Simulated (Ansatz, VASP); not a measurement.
## One calculation of LiNbO3, two programs

The input INCAR:

```
ALGO     = Normal         # electronic algorithm
EDIFF    = 1E-6           # SCF threshold, eV
EDIFFG   = -0.04          # ionic threshold
ENCUT    = 600            # plane-wave cutoff, eV
GGA      = PE             # functional
IBRION   = 2              # ionic algorithm
ISIF     = 3              # what is computed and relaxed
ISMEAR   = 0              # smearing method
LASPH    = T              # aspherical terms in the spheres
LCHARG   = F              # write CHGCAR
LREAL    = F              # projectors in reciprocal space
LWAVE    = F              # write WAVECAR
NELM     = 60             # most SCF steps
NSW      = 90             # ionic steps
PREC     = Accurate       # precision mode
SIGMA    = 0.1            # smearing width, eV
```

The input KPOINTS:

```
k-points
0
Gamma
  6 6 4
```

Contents of POSCAR:

```
LiNbO3
1.0
    3.3312207500      0.0000000000      0.0000000000
   -1.6656103800      2.8849218000      0.0000000000
    0.0000000000      0.0000000000      5.8716889900
Li Nb O
1 1 3
Direct
    0.0000000000      0.0000000000      0.0000000000
    0.0000000000      0.0000000000      0.5000000000
    0.5000000000      0.0000000000      0.5000000000
    0.0000000000      0.5000000000      0.5000000000
    0.5000000000      0.5000000000      0.5000000000
```

Input for Ansatz:

```yaml
crystal:
  lattice:
    - [3.33122075, 0.0, 0.0]
    - [-1.66561038, 2.8849218, 0.0]
    - [0.0, 0.0, 5.87168899]
  atoms:
    - { symbol: Li, position: [0.0, 0.0, 0.0] }
    - { symbol: Nb, position: [0.0, 0.0, 0.5] }
    - { symbol: O, position: [0.5, 0.0, 0.5] }
    - { symbol: O, position: [0.0, 0.5, 0.5] }
    - { symbol: O, position: [0.5, 0.5, 0.5] }
basis:
  ecutwfc: 420
kpoints:
  mp_grid: { grid: [6, 6, 4] }
hamiltonian:
  xc: pbe
scf:
  occupations: { method: gaussian, width: 0.1 }
  lower_state_search: "off"
output:
  forces: true
  stress: true
  eigenvalues: true
relax:
  adjacent_minimum: "off"
  f_tol: 0.04
  max_steps: 70
  cell: { stress_tol: 0.4 }
```

Alike in both runs: task relaxation of cell and atoms; functional PBE; k mesh 6 × 6 × 4; occupations gaussian, width 0.1 eV; no spin polarisation.

|  | VASP | Ansatz |
| --- | --- | --- |
| version | VASP 6.6.1 | Ansatz 0.2.0 |
| potentials or method | VASP PAW PBE potentials, release 64 (Li_sv, Nb_sv, O), cutoff 600 eV | scalar-relativistic, plane waves, PAW |
| valence electrons in the cell | 34 | 34 |

|  | VASP | Ansatz | Ansatz less VASP |
| --- | --- | --- | --- |
| gap on the k mesh at the Fermi level, each at its own relaxed structure (eV) | none | none | - |
| relaxed volume (Å³/atom) | 16.74 | 17.14 | +0.408 |
| relaxed cell length with the largest relative difference (Å) | 4.157 | 4.193 | +0.0361 |

A gap of «none» marks a metal or a gap that the smearing closes.

The k mesh is coarse, so the values compare programs but aren't converged. Noted on VASP's run: the cutoff is short for stress, so the pressure is rough; the volume moved by over 15 % at a fixed basis, so the end points are rough.
